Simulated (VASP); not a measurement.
Crystal: BeAl2.

```
Be Al
1.0
     5.36967    0.00000    0.00000
    -2.68483    4.65027    0.00000
     0.00000    0.00000    5.89568
Be Al
3 6
Direct
  0.50000 0.00000 0.00000
  0.50000 0.50000 0.33333
  0.00000 0.50000 0.66667
  0.21100 0.42200 0.50000
  0.78900 0.21100 0.83333
  0.57800 0.78900 0.16667
  0.78900 0.57800 0.50000
  0.21100 0.78900 0.83333
  0.42200 0.21100 0.16667
```

| Quantity | Value |
| --- | --- |
| Program | VASP 6.6.1 |
| Task | relaxation of cell and atoms |
| Functional | PBE |
| Potentials or basis | VASP PAW PBE potentials, release 64 (Be, Al) |
| Cutoff | 600 eV |
| k mesh | 6 × 6 × 4 |
| Occupations | gaussian, width 0.1 eV |
| Spin | no spin polarisation |

At the start: pressure 56.2 GPa; volume 16.36 Å³/atom.

Question: Where does the relaxation end?

Answer: Over 14 steps the energy falls by 1829.2 meV/atom and the volume is 36.18 Å³/atom (+121.2 %); space group P6_222 (No. 180, to 0.1 Å) before and after.

Step by step:
```csv
step,energy change (eV),largest force (eV/Å),pressure (GPa),volume (Å³)
1,0.0000,2.6034,56.18,147.22
2,-15.0967,0.3005,-1.08,306.35
3,-15.1467,0.1265,0.89,279.58
4,-15.1690,0.1987,0.03,289.62
5,-15.1675,0.1750,0.33,286.12
6,-15.1798,0.2050,0.34,287.00
7,-15.2272,0.2963,0.37,289.64
8,-15.3710,0.4830,0.43,294.96
9,-15.7913,0.6552,0.40,305.81
10,-16.4245,0.1740,-0.28,328.29
11,-16.4447,0.0356,-0.54,334.21
12,-16.4561,0.0667,-0.08,326.39
13,-16.4578,0.0414,-0.20,328.45
14,-16.4627,0.0180,-0.05,325.62
```

Final structure:
```
Be Al
1.0
     6.97651    0.00000    0.00000
    -3.48825    6.04183    0.00000
     0.00000    0.00000    7.72499
Be Al
3 6
Cartesian
  3.4883 0.0000 0.0000
  1.7441 3.0209 2.5750
  -1.7441 3.0209 5.1500
  0.0000 2.9098 3.8625
  4.4566 1.4549 6.4375
  0.9683 4.5870 1.2875
  3.4883 3.1321 3.8625
  -0.9683 4.5870 6.4375
  2.5199 1.4549 1.2875
```

Caveat: the volume moved by over 15 % at a fixed basis, so the end points are rough.
